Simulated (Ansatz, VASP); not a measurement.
**In3GaAs4: VASP beside Ansatz**

```
In Ga As
1.0
     6.07712    0.00000    0.00000
     0.00000    6.07712    0.00000
    -3.03856   -3.03856    6.06899
In Ga As
3 1 4
Direct
  0.50000 0.50000 0.00000
  0.75000 0.25000 0.50000
  0.25000 0.75000 0.50000
  0.00000 0.00000 0.00000
  0.11742 0.11742 0.75989
  0.64247 0.64247 0.75989
  0.88258 0.35753 0.24011
  0.35753 0.88258 0.24011
```

Alike in both runs: task single point; functional PBE; k mesh 4 × 4 × 4; occupations gaussian, width 0.2 eV; no spin polarisation.

|  | VASP | Ansatz |
| --- | --- | --- |
| version | VASP 6.6.1 | Ansatz 0.2.0 |
| potentials or method | VASP PAW PBE potentials, release 64 (In_d, Ga_d, As), cutoff 520 eV | scalar-relativistic, plane waves, PAW |
| valence electrons in the cell | 72 | 112 |

VASP gave:

```
gap on the k mesh at the Fermi level (eV) : none
pressure (GPa)                            : 0.1
```

**Question.** Estimate Ansatz's values.

**Answer.** gap on the k mesh at the Fermi level (eV): none; pressure (GPa): 0.0.

A gap of «none» marks a metal or a gap that the smearing closes. VASP's potentials hold 72 valence electrons a cell and Ansatz's 112, so a difference there can come from the potentials and not from the codes.
